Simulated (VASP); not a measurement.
Sb, 2 atoms in the cell. The structure is trigonal, space group R-3m (No. 166). Conventional cell: a = 4.431 Å, b = 4.431 Å, c = 11.916 Å, α = 90.00°, β = 90.00°, γ = 120.00°. Sb (site symmetry 3m) has 6 Sb at 2.98 to 3.53 Å within 3.9 Å.  This cell differs from its parent crystal: volume scaled by 1.06.

```yaml
Program: VASP 6.6.1
Task: relaxation of shape and atoms at fixed volume
Functional: PBE
Potentials_or_basis: VASP PAW PBE potentials, release 64 (Sb)
Cutoff: 600 eV
k_mesh: 12 × 12 × 12
Occupations: gaussian, width 0.1 eV
Spin: no spin polarisation
Dipole_correction: no
Further_INCAR_settings: ALGO = Normal; EDIFF = 1e-07; IBRION = 2; EDIFFG = -0.01; NSW = 50; ISIF = 4
```

Potentials or basis: VASP PAW PBE potentials, release 64 (Sb).

Launch:

```console
$ cat potpaw_PBE.64/Sb/POTCAR > POTCAR
$ mpirun -np 1 vasp_std > vasp.out
```

Hardware: 1 thread of Intel(R) Xeon(R) 6975P-C (Granite Rapids) (shared host).

Q: How long does it take, and how much memory?

A: It took 2.6 min on 1 thread of Intel(R) Xeon(R) 6975P-C (Granite Rapids), with other jobs on the host, peak memory 0.33 GiB. Counts: scf iterations 39, k points 189, ion steps 6.
